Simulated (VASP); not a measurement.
# TiC (rocksalt type) (Fm-3m) in VASP: further runs

The runs below take TiC (rocksalt type) through electric field gradients, density of states, with PBE.

All numbers are computed with VASP 6.6.1; they aren't measurements. Logs are shortened: lines on timing, memory, paths and dates and some standing lists are left out, and cuts for length are marked.

## 1. The cell of the first run

It takes space group Fm-3m (No. 225, cubic). Conventional cell: a = 4.404 Å, b = 4.404 Å, c = 4.404 Å, α = 90.00°, β = 90.00°, γ = 90.00°. Ti (site symmetry m-3m) has 6 C at 2.20 Å within 2.9 Å. C (site symmetry m-3m) has 6 Ti at 2.20 Å within 2.9 Å.

## 2. Electric field gradients, PBE (volume scaled by 1.05)

INCAR reads:

```
SYSTEM = TiC
PREC = Accurate ; ENCUT = 520
EDIFF = 1E-8 ; ISMEAR = -1
SIGMA = 0.03 ; LREAL = .False.
LASPH = .True. ; NELM = 100
ALGO = Normal ; ISIF = 2
LWAVE = .False. ; LCHARG = .False.
GGA = PE ; LEFG = .True.
NBANDS = 15
```

KPOINTS reads:

```
Automatic mesh
0
Gamma
  14 14 14
  0 0 0
```

POSCAR reads:

```
TiC
1.0
    0.0000000000      2.2019700150      2.2019700150
    2.2019700150      0.0000000000      2.2019700150
    2.2019700150      2.2019700150      0.0000000000
Ti C
1 1
Direct
    0.0000000000      0.0000000000      0.0000000000
    0.5000000000      0.5000000000      0.5000000000
```

Potentials or basis: VASP PAW PBE potentials, release 64 (Ti_sv, C).

Launch:

```sh
$ cat potpaw_PBE.64/Ti_sv/POTCAR potpaw_PBE.64/C/POTCAR > POTCAR
$ mpirun -np 1 vasp_std > vasp.out
```

OUTCAR:

```text
SYSTEM = TiC
   PREC = Accurate
   ENCUT = 520
   EDIFF = 1E-8
   ISMEAR = -1
   LREAL = .False.
   LASPH = .True.
   NELM = 100
   ISIF = 2
   GGA = PE

 ion  position               nearest neighbor table
   1  0.000  0.000  0.000-   2 2.20   2 2.20   2 2.20   2 2.20   2 2.20   2 2.20
   2  0.500  0.500  0.500-   1 2.20   1 2.20   1 2.20   1 2.20   1 2.20   1 2.20

  LATTYP: Found a face centered cubic cell.
 ALAT       =     4.4039400300

  Lattice vectors:

 A1 = (   0.0000000000,   2.2019700150,   2.2019700150)
 A2 = (   2.2019700150,   0.0000000000,   2.2019700150)
 A3 = (   2.2019700150,   2.2019700150,   0.0000000000)

Analysis of symmetry for initial positions (statically):
=====================================================================
 Subroutine PRICEL returns:
 Original cell was already a primitive cell.

 Routine SETGRP: Setting up the symmetry group for a
 face centered cubic supercell.

 Subroutine GETGRP returns: Found 48 space group operations
 (whereof 48 operations were pure point group operations)
 out of a pool of 48 trial point group operations.

The static configuration has the point symmetry O_h .

Analysis of symmetry for dynamics (positions and initial velocities):
=====================================================================
 Subroutine PRICEL returns:
 Original cell was already a primitive cell.

 Routine SETGRP: Setting up the symmetry group for a
 face centered cubic supercell.

 Subroutine GETGRP returns: Found 48 space group operations
 (whereof 48 operations were pure point group operations)
 out of a pool of 48 trial point group operations.

The dynamic configuration has the point symmetry O_h .

 Subroutine INISYM returns: Found 48 space group operations
 (whereof 48 operations are pure point group operations),
 and found     1 'primitive' translations

----------------------------------------------------------------------------------------

                                     Primitive cell

  volume of cell :      21.3533

  direct lattice vectors                    reciprocal lattice vectors
     0.000000000  2.201970015  2.201970015    -0.227069395  0.227069395  0.227069395
     2.201970015  0.000000000  2.201970015     0.227069395 -0.227069395  0.227069395
     2.201970015  2.201970015  0.000000000     0.227069395  0.227069395 -0.227069395

  length of vectors
     3.114055859  3.114055859  3.114055859     0.393295730  0.393295730  0.393295730

  position of ions in fractional coordinates (direct lattice)
     0.000000000  0.000000000  0.000000000
     0.500000000  0.500000000  0.500000000

  ion indices of the primitive-cell ions
   primitive index   ion index
                 1           1
                 2           2

----------------------------------------------------------------------------------------

 KPOINTS: Automatic mesh

Automatic generation of k-mesh.
 Grid dimensions read from file:
 generate k-points for:   14   14   14

 Generating k-lattice:

  Cartesian coordinates                     Fractional coordinates (reciprocal lattice)
    -0.016219243  0.016219243  0.016219243     0.071428571  0.000000000  0.000000000
     0.016219243 -0.016219243  0.016219243     0.000000000  0.071428571  0.000000000
     0.016219243  0.016219243 -0.016219243     0.000000000  0.000000000  0.071428571

  Length of vectors
     0.028092552  0.028092552  0.028092552

  Shift w.r.t. Gamma in fractional coordinates (k-lattice)
     0.000000000  0.000000000  0.000000000

 Subroutine IBZKPT returns following result:
 ===========================================

 Found    104 irreducible k-points:

 Following reciprocal coordinates:
            Coordinates               Weight
  0.000000  0.000000  0.000000      1.000000
  0.071429  0.000000  0.000000      8.000000
  0.142857  0.000000  0.000000      8.000000
  0.214286  0.000000  0.000000      8.000000
  0.285714  0.000000  0.000000      8.000000
  0.357143  0.000000  0.000000      8.000000
[... 16 lines left out ...]
  0.214286  0.142857  0.000000     24.000000
  0.285714  0.142857  0.000000     24.000000
 [... further k-points ...]
   k-points           NKPTS =    104   k-points in BZ     NKDIM =    104   number of bands    NBANDS=     15
   number of dos      NEDOS =    301   number of ions     NIONS =      2
   total plane-waves  NPLWV =  13824
   dimension x,y,z NGX =    24 NGY =   24 NGZ =   24
   dimension x,y,z NGXF=    48 NGYF=   48 NGZF=   48
   ions per type =               1   1
   NGX,Y,Z   is equivalent  to a cutoff of  12.81, 12.81, 12.81 a.u.
   NGXF,Y,Z  is equivalent  to a cutoff of  25.63, 25.63, 25.63 a.u.
 SYSTEM =  TiC
   PREC   = accura    normal or accurate (medium, high low for compatibility)
   ISTART =      0    job   : 0-new  1-cont  2-samecut
   ICHARG =      2    charge: 1-file 2-atom 10-const
   ISPIN  =      1    spin polarized calculation?
   LNONCOLLINEAR =      F non collinear calculations
   LSORBIT =      F    spin-orbit coupling
   LASPH  =      T    aspherical Exc in radial PAW
   ENCUT  =  520.0 eV  38.22 Ry    6.18 a.u.   5.79  5.79  5.79*2*pi/ulx,y,z
   NELM   =    100;   NELMIN=  2; NELMDL= -5     # of ELM steps
   EDIFF  = 0.1E-07   stopping-criterion for ELM
   LREAL  =      F    real-space projection
   EDIFFG = 0.1E-06   stopping-criterion for IOM
   NSW    =      0    number of steps for IOM
   IBRION =     -1    ionic relax: 0-MD 1-quasi-New 2-CG
   NFREE  =      0    steps in history (QN), initial steepest desc. (CG)
   ISIF   =      2    stress and relaxation
   ISYM   =      2    0-nonsym 1-usesym 2-fastsym
   POTIM  = 0.5000    time-step for ionic-motion
   TEBEG  =    0.0;   TEEND  =   0.0 temperature during run
   PSTRESS=    0.0 pullay stress
   NELECT =      16.0000    total number of electrons
   NUPDOWN=      -1.0000    fix difference up-down
   EMIN   =  10.00;   EMAX   =-10.00  energy-range for DOS
   EFERMI =   0.00;   METHOD = LEGACY
   ISMEAR =    -1;   SIGMA  =   0.03  broadening in eV -4-tet -1-fermi 0-gaus
   EFERMI_NEDOS =   21; number of points for ismear=-14 and -15
   IALGO  =     38    algorithm
   IMIX   =      4    mixing-type and parameters
     AMIX     =   0.40;   BMIX     =  1.00
     AMIX_MAG =   1.60;   BMIX_MAG =  1.00
  volume/ion in A,a.u.               =      10.68        72.05
  Fermi-wavevector in a.u.,A,eV,Ry     =   1.486940  2.809909 30.082350  2.210990
  Thomas-Fermi vector in A             =   2.600163
   LORBIT       =      0    0 simple, 1 ext, 2 COOP (PROOUT), +10 PAW based schemes
   GGA     = PE    functional components
   LHFCALC =     F    Hartree Fock is set to
   AEXX    =    0.0000 exact exchange contribution
   IVDW    =     0    specifies the selected vdW correction
   LEPSILON=     F    determine dielectric tensor
   LRPA    =     F    only Hartree local field effects (RPA)
 non-spin polarized calculation
  energy-cutoff  :      520.00
  volume of cell :       21.35
 maximum number of plane-waves:       588
   NGX = 11   NGY = 11   NGZ = 11

 number of electron      15.9999997 magnetization

 Free energy of the ion-electron system (eV)
  ---------------------------------------------------
  ext. energy  EPLUGINS =         0.00000000
  ---------------------------------------------------
  free energy    TOTEN  =       -18.67491589 eV

  energy without entropy =      -18.67396357  energy(sigma->0) =      -18.67443973

 E-fermi :   8.8321     XC(G=0): -12.4417

 val. band max:        8.7775668366   @ k =   0.0714   0.0714   0.0000
 cond. band min:       8.8454264647   @ k =   0.3571   0.2857   0.0000
 fundamental gap:      0.0678596281
 Fermi energy:         8.8320588843

 k-point     1 :       0.0000    0.0000    0.0000
  band No.  band energies     occupation
      1     -47.8962      2.00000
      2     -23.9433      2.00000
      3     -23.9433      2.00000
      4     -23.9433      2.00000
      5      -3.3235      2.00000
      6       9.5101      0.00000
      7       9.5101      0.00000
      8       9.5101      0.00000
      9      10.4442      0.00000
     10      10.4442      0.00000
     11      10.4533      0.00000
     12      10.4533      0.00000
     13      10.4533      0.00000
     14      18.6028      0.00000
     15      22.6702      0.00000
[... 397 lines left out ...]
 k-point    24 :       0.2857    0.1429    0.0000
  band No.  band energies     occupation
      1     -47.8618      2.00000
      2     -24.1451      2.00000
      3     -23.9939      2.00000
      4     -23.9870      2.00000
      5      -1.9572      2.00000
      6       5.8073      2.00000
      7       7.2837      2.00000
      8       7.7877      2.00000
      9       9.6297      0.00000
     10      10.9860      0.00000
     11      12.0297      0.00000
     12      13.0947      0.00000
     13      14.7977      0.00000
     14      20.3792      0.00000
     15      22.6121      0.00000

 [... further k-points ...]
[... 5 lines left out ...]
  --------------------------------------------------------------------------------------
  -------------------------------------------------------------------------------------
  Total       -1.4440672     -1.4440672     -1.4440672      0.0000000     -0.0000000     -0.0000000
  in kB     -108.3512178   -108.3512178   -108.3512178      0.0000000     -0.0000000     -0.0000000
  external PRESSURE =    -108.3512178 kB  Pullay stress =       0.0000000 kB

 VOLUME and BASIS-vectors are now :
 -----------------------------------------------------------------------------
  energy-cutoff  :      520.00
  volume of cell :       21.35
      direct lattice vectors                 reciprocal lattice vectors
     0.000000000  2.201970015  2.201970015    -0.227069395  0.227069395  0.227069395
     2.201970015  0.000000000  2.201970015     0.227069395 -0.227069395  0.227069395
     2.201970015  2.201970015  0.000000000     0.227069395  0.227069395 -0.227069395

 POSITION                                       TOTAL-FORCE (eV/Angst)
 -----------------------------------------------------------------------------------
      0.00000      0.00000      0.00000         0.000000     -0.000000      0.000000
      2.20197      2.20197      2.20197        -0.000000      0.000000     -0.000000
 -----------------------------------------------------------------------------------
    total drift:                                0.000000     -0.000000     -0.000000

  FREE ENERGIE OF THE ION-ELECTRON SYSTEM (eV)
  ---------------------------------------------------
  free  energy   TOTEN  =       -18.6749158937 eV

  energy  without entropy=      -18.6739635734  energy(sigma->0) =      -18.67443973

 Electric field gradients (V/A^2)
---------------------------------------------------------------------
 ion       V_xx      V_yy      V_zz      V_xy      V_xz      V_yz
---------------------------------------------------------------------
   1       0.000    -0.000     0.000    -0.001    -0.001    -0.001
   2      -0.000    -0.000    -0.000     0.000     0.000     0.000
---------------------------------------------------------------------

 Electric field gradients after diagonalization (V/A^2)
 (convention: |V_zz| > |V_xx| > |V_yy|)
----------------------------------------------------------------------
 ion       V_xx      V_yy      V_zz     asymmetry (V_yy - V_xx)/ V_zz
----------------------------------------------------------------------
   1       0.001     0.001    -0.001       0.000
   2      -0.000    -0.000     0.000       0.000
----------------------------------------------------------------------

           NMR quadrupolar parameters

 Cq : quadrupolar parameter    Cq=e*Q*V_zz/h
 eta: asymmetry parameters     (V_yy - V_xx)/ V_zz
 Q  : nuclear electric quadrupole moment in mb (millibarn)
----------------------------------------------------------------------
 ion       Cq(MHz)       eta       Q (mb)
----------------------------------------------------------------------
   1      -0.000       0.000       1.000
   2       0.000       0.000       1.000
----------------------------------------------------------------------
```

It took 14 s on 1 thread of Intel Xeon 6975P-C (Granite Rapids), shared host; peak memory 0.15 GiB.

What came out:

```yaml
Free_energy: -18.6749 eV
Pressure: -10.8 GPa
Band_gap_on_the_k_mesh: zero (band 8 reaches 9.51 eV, above the bottom of band 9 at 8.44 eV)
```

Caveat: without QUAD_EFG the Cq values of the log hold for a quadrupole moment of 1 mb, not for the nuclei.

(Continued in part 2 of 2.)
